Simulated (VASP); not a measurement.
Input of a VASP 6.6.1 run:

The input INCAR:

```
PREC = Accurate
ENCUT = 520
EDIFF = 1E-6
ISMEAR = 0
SIGMA = 0.05
LREAL = False
LASPH = True
NELM = 150
ALGO = Normal
ISIF = 2
LWAVE = False
LCHARG = False
ISPIN = 2
MAGMOM = 0 0 0 0 0 0 0 0 0 0 0 0 1
LORBIT = 11
LDIPOL = True
IDIPOL = 3
DIPOL = 0.5 0.5 0.302
GGA = PE
IVDW = 12
NBANDS = 40
```

Contents of KPOINTS:

```
regular mesh
0
Gamma
  6 7 1
```

File POSCAR:

```
HC12
1.0
    4.9311586502      0.0000000000      0.0000000000
    0.0000000000      4.0098697767      0.0000000000
    0.0000000000      0.0000000000     21.6014232414
C H
12 1
Direct
    0.2500000000      0.3776970832      0.1851729840
    0.7500000000      0.3776970832      0.1851729840
    0.0000000000      0.4720802753      0.2130426460
    0.5000000000      0.4720802753      0.2130426460
    0.0000000000      0.6609562027      0.2688143161
    0.5000000000      0.6609562027      0.2688143161
    0.2500000000      0.7503681903      0.2962457608
    0.7500000000      0.7503681903      0.2962457608
    0.2500000000      0.9412921293      0.3552728042
    0.7500000000      0.9412921293      0.3552728042
    0.0000000000      0.0234303656      0.3796705036
    0.5000000000      0.0234303656      0.3796705036
    0.2500000000      0.3567636989      0.5231795662
```

Potentials or basis: VASP PAW PBE potentials, release 64 (C, H).

The run is started by

```sh
$ cat potpaw_PBE.64/C/POTCAR potpaw_PBE.64/H/POTCAR > POTCAR
$ mpirun -np 1 vasp_std > vasp.out
```

**Question.** Predict the net moment.

**Answer.** 1.02 μB per cell.

**Question.** Predict the largest force.

**Answer.** 3.268 eV/Å.

**Question.** What does it give for the dispersion energy per atom?

**Answer.** -0.101 eV.

Forces in eV/Å, atoms in the order of the input:
```
C    0.000  0.859  1.479
C    0.000  0.858  1.477
C   -0.006 -1.614 -2.842
C    0.006 -1.614 -2.842
C   -0.012  0.724  1.322
C    0.012  0.724  1.322
C    0.000  0.022  0.024
C    0.000  0.010  0.007
C    0.000  0.023  0.037
C    0.000 -0.036 -0.058
C   -0.037  0.029  0.068
C    0.037  0.029  0.068
H    0.000 -0.015 -0.061
```

Caveat: a moment this small can come from the mesh or the smearing.
